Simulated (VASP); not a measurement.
KAu4O8, 13 atoms in the cell. The structure is tetragonal, space group I4/m (No. 87). Conventional cell: a = 10.113 Å, b = 10.113 Å, c = 3.443 Å, α = 90.00°, β = 90.00°, γ = 90.00°. Within 4.0 Å of K (site symmetry 4/m) lie 12 O at 3.05 to 3.49 Å and 2 K at 3.44 Å and 4 Au at 3.66 Å. Within 2.6 Å of Au (site symmetry m) lie 6 O at 1.99 to 2.18 Å. Within 2.6 Å of O (site symmetry m) lie 3 Au at 1.99 to 2.11 Å and 1 O at 2.55 Å. O (site symmetry m) has 3 Au at 2.07 to 2.18 Å and 1 O at 2.55 Å within 2.7 Å. 

| Item | Value |
| --- | --- |
| Program | VASP 6.6.1 |
| Task | single point |
| Functional | r2SCAN |
| Potentials or basis | VASP PAW PBE potentials, release 64 (K_sv, Au, O) |
| Cutoff | 520 eV |
| k mesh | 6 × 6 × 6 |
| Occupations | fermi-dirac, width 0.1 eV |
| Spin | no spin polarisation |
| Dipole correction | no |
| Further INCAR settings | ALGO = Normal; EDIFF = 1e-06; NBANDS = 62 |

Potentials or basis: VASP PAW PBE potentials, release 64 (K_sv, Au, O).

The run is started by

```console
$ cat potpaw_PBE.64/K_sv/POTCAR potpaw_PBE.64/Au/POTCAR potpaw_PBE.64/O/POTCAR > POTCAR
$ cp INCAR.step1 INCAR
$ mpirun -np 1 vasp_std > vasp.out
$ cp INCAR.step2 INCAR
$ mpirun -np 1 vasp_std > vasp.out
```

Hardware: 1 thread of AMD EPYC 9R45 (Zen 5), with other jobs on the host.

Problem. How long does it take, and how much memory?

Solution. Wall time 15 min on 1 thread of AMD EPYC 9R45 (Zen 5) (shared host), peak memory 0.48 GiB. Counts: k points 36.
